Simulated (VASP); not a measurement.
C6N, 14 atoms in the cell. The cell holds a slab with vacuum, 14 atoms: a = 4.929 Å, b = 3.612 Å, c = 23.498 Å, α = 90.00°, β = 90.00°, γ = 80.17°. 

```yaml
Program: VASP 6.6.1
Task: single point
Functional: PBE
Dispersion: D3(BJ)
Potentials_or_basis: VASP PAW PBE potentials, release 64 (C, N)
Cutoff: 520 eV
k_mesh: 6 × 8 × 1
Occupations: gaussian, width 0.05 eV
Spin: no spin polarisation
Dipole_correction: yes
Further_INCAR_settings: ALGO = Normal; EDIFF = 1e-07; NBANDS = 42
```

Potentials or basis: VASP PAW PBE potentials, release 64 (C, N).

Command:

```bash
$ cat potpaw_PBE.64/C/POTCAR potpaw_PBE.64/N/POTCAR > POTCAR
$ mpirun -np 1 vasp_std > vasp.out
```

Hardware: 1 thread of Oxide Virtual Turin-like Processor (shared host).

Q: How long does it take, and how much memory?

A: Run time: 21 min on 1 thread of Oxide Virtual Turin-like Processor, with other jobs on the host, peak memory 0.64 GiB. Counts: scf iterations 26, k points 26.
